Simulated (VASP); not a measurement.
Write the native input for VASP 6.6.1 that does the following.

```
Task                   : relaxation of cell and atoms
Functional             : PBE
Potentials or basis    : VASP PAW PBE potentials, release 64 (Tc_pv)
Cutoff                 : 600 eV
k mesh                 : 18 × 18 × 10
Occupations            : gaussian, width 0.1 eV
Spin                   : no spin polarisation
Dipole correction      : no
Further INCAR settings : ALGO = Fast; EDIFF = 1e-07; IBRION = 2; EDIFFG = -0.005; NSW = 100; ISIF = 3
```

The structure of Tc lies in POSCAR:

```
Tc
1.0
    2.7400000000      0.0000000000      0.0000000000
   -1.3700000000      2.3729096064      0.0000000000
    0.0000000000      0.0000000000      4.3980000000
Tc
2
Direct
    0.3333333333      0.6666666667      0.2500000000
    0.6666666667      0.3333333333      0.7500000000
```

One way to write it, as run:

INCAR

```
ALGO = Fast
EDIFF = 1E-7
EDIFFG = -0.005
ENCUT = 600
GGA = PE
IBRION = 2
ISIF = 3
ISMEAR = 0
LASPH = T
LCHARG = F
LREAL = F
LWAVE = F
NELM = 60
NSW = 100
PREC = Accurate
SIGMA = 0.1
```

KPOINTS

```
k-points
0
Gamma
  18 18 10
```

Potentials or basis: VASP PAW PBE potentials, release 64 (Tc_pv).

Launch:

```console
$ cat potpaw_PBE.64/Tc_pv/POTCAR > POTCAR
$ mpirun -np 1 vasp_std > vasp.out
```

Results of the run:

```json
{"Relaxed volume": "14.41 Å³/atom", "Relaxed cell": "a = 2.750 Å, b = 2.750 Å, c = 4.399 Å, α = 90.00°, β = 90.00°, γ = 120.00°", "Space group after relaxing (to 0.1 Å)": "P6_3/mmc (No. 194)", "Energy gained by relaxing": "0.9 meV/atom", "Ionic steps": "5", "Pressure after relaxing": "0.0 GPa", "Band gap on the k mesh": "zero (bands 13 and 14 overlap by 3.37 eV)"}
```

Run time: 2.9 min on 1 thread of Intel(R) Xeon(R) 6975P-C (Granite Rapids) (shared host), peak memory 0.24 GiB.
